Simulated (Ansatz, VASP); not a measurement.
**KF: VASP beside Ansatz**

```
K F
1.0
     0.00000    2.65441    2.65441
     2.65441    0.00000    2.65441
     2.65441    2.65441    0.00000
K F
1 1
Direct
  0.00000 0.00000 0.00000
  0.50000 0.50000 0.50000
```

Alike in both runs: task single point; functional PBEsol; k mesh 6 × 6 × 6; occupations gaussian, width 0.1 eV; no spin polarisation.

|  | VASP | Ansatz |
| --- | --- | --- |
| version | VASP 6.6.1 | Ansatz 0.2.0 |
| potentials or method | VASP PAW PBE potentials, release 64 (K_sv, F), cutoff 520 eV | scalar-relativistic, plane waves, PAW |
| valence electrons in the cell | 16 | 16 |

```tsv
	VASP	Ansatz	Ansatz less VASP
gap on the k mesh at the Fermi level (eV)	6.13	6.15	+0.017
least direct gap on the mesh (eV)	6.13	6.15	+0.017
pressure (GPa)	0.0	0.0	-0.05
```

VASP's potentials were made for PBE, not for PBEsol.
